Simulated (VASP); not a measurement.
## MgS (r.bp): single point with PBE

The system is MgS (r.bp).

```
CELL_PARAMETERS angstrom
0.00000 2.59464 2.59464
2.59464 0.00000 2.59464
2.59464 2.59464 0.00000
ATOMIC_POSITIONS crystal
Mg 0.00000 0.00000 0.00000
S 0.50000 0.50000 0.50000
```

```json
{"Program": "VASP 6.6.1", "Task": "single point", "Functional": "PBE", "Potentials or basis": "VASP PAW PBE potentials, release 64 (Mg, S)", "Cutoff": "600 eV", "k mesh": "8 × 8 × 8", "Occupations": "gaussian, width 0.02 eV", "Spin": "no spin polarisation", "Dipole correction": "no", "Further INCAR settings": "ALGO = Normal; EDIFF = 1e-06; NBANDS = 11"}
```

```yaml
Pressure: 1.5 GPa
Band_gap_on_the_k_mesh: 2.79 eV, indirect (least direct gap 3.77 eV)
```

Levels at points of the mesh, in eV from the valence-band top:
```csv
k point,band 1,band 2,band 3,band 4,band 5,band 6,band 7,band 8,band 9
"(0.00, 0.00, 0.00)",-12.71,0.00,0.00,0.00,3.77,7.95,7.95,7.95,10.36
"(0.50, 0.00, 0.00)",-11.39,-4.87,-0.60,-0.60,4.56,6.92,6.92,10.20,12.20
"(0.50, 0.50, 0.00)",-11.01,-4.23,-1.70,-1.70,2.79,4.37,12.08,12.84,13.46
```

It took 13 s on 1 thread of Intel(R) Xeon(R) 6975P-C (Granite Rapids), with other jobs on the host, peak memory 0.17 GiB.

A k mesh can miss the band edges. As with any semilocal functional, this PBE gap is likely too small.
